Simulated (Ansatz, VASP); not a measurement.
One calculation of Na, two programs

```xyz
1
Lattice="-2.1692 2.1692 2.1692 2.1692 -2.1692 2.1692 2.1692 2.1692 -2.1692" Properties=species:S:1:pos:R:3 pbc="T T T"
Na    0.0000    0.0000    0.0000
```

Change from the starting cell: volume scaled by 1.04.

Alike in both runs: task single point; functional LDA; k mesh 9 × 9 × 9; occupations fermi-dirac, width 0.05 eV; no spin polarisation.

|  | VASP | Ansatz |
| --- | --- | --- |
| version | VASP 6.6.1 | Ansatz 0.2.0 |
| potentials or method | VASP PAW LDA potentials, release 64 (Na_pv), cutoff 520 eV | all-electron LAPW, scalar-relativistic |

|  | VASP | Ansatz | Ansatz less VASP |
| --- | --- | --- | --- |
| gap on the k mesh at the Fermi level (eV) | none | none | - |
| pressure (GPa) | -1.3 | -1.3 | 0.00 |

LDA's correlation is that of Perdew and Zunger in VASP and of Perdew and Wang (1992) in Ansatz. A gap of «none» marks a metal or a gap that the smearing closes. Ansatz ran all-electron here, and VASP with PAW potentials.
